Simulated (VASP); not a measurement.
Wanted: the native input for a VASP 6.6.1 run.

* Task: single point
* Functional: PBE
* Potentials or basis: VASP PAW PBE potentials, release 64 (W_sv, C, H)
* Cutoff: 520 eV
* k mesh: 5 × 5 × 1
* Occupations: gaussian, width 0.15 eV
* Spin: no spin polarisation
* Dipole correction: no
* Further INCAR settings: LREAL = Auto; ALGO = Normal; EDIFF = 1e-07; NBANDS = 86

The structure of HW8C8 lies in POSCAR:

```
HW8C8
1.0
    5.7891000000      0.0000000000      0.0000000000
   -2.8945500000      5.0135080000      0.0000000000
    0.0000000000      0.0000000000     16.2481650000
W C H
8 8 1
Direct
    0.0000000000      0.0000000000      0.0615454114
   -0.0001557900     -0.0063574248      0.2371764442
    0.0000000000      0.5000000000      0.0615454114
    0.0015768490      0.4962455430      0.2383537464
    0.5000000000      0.0000000000      0.0615454114
    0.5037116951     -0.0070272153      0.2354760061
    0.5000000000      0.5000000000      0.0615454114
    0.5002830266      0.4910416020      0.2386956312
    0.3338771354      0.1644798413      0.1434626002
    0.3313788496      0.1468885659      0.3117107070
    0.3333908222      0.6639014040      0.1426060727
    0.3372772769      0.6593566820      0.3064410043
    0.8346328390      0.1663463986      0.1420020661
    0.8337667567      0.1569398114      0.3057530497
    0.8324673876      0.6647772378      0.1430537541
    0.8338202577      0.6611745708      0.3073488606
    0.3477031326      1.0443485879      0.3660035456
```

These files were run (other wordings do the same):

INCAR

```
ALGO = Normal
EDIFF = 1E-7
ENCUT = 520
GGA = PE
ISIF = 2
ISMEAR = 0
LASPH = T
LCHARG = F
LREAL = Auto
LWAVE = F
NBANDS = 86
NELM = 80
PREC = Accurate
SIGMA = 0.15
```

KPOINTS

```
k-points
0
Gamma
  5 5 1
```

Potentials or basis: VASP PAW PBE potentials, release 64 (W_sv, C, H).

Run with:

```console
$ cat potpaw_PBE.64/W_sv/POTCAR potpaw_PBE.64/C/POTCAR potpaw_PBE.64/H/POTCAR > POTCAR
$ mpirun -np 1 vasp_std > vasp.out
```

Results of the run:

```
Largest force          : 1.239 eV/Å
Band gap on the k mesh : zero (an odd number of electrons rules out a gap without spin polarisation)
```

Caveat: spin-orbit coupling is left out, which moves the levels of the heavy elements.

Wall time 27 min on 1 thread of Intel(R) Xeon(R) Platinum 8259CL CPU @ 2.50GHz (Skylake/Cascade Lake) (shared host), peak memory 0.8 GiB.
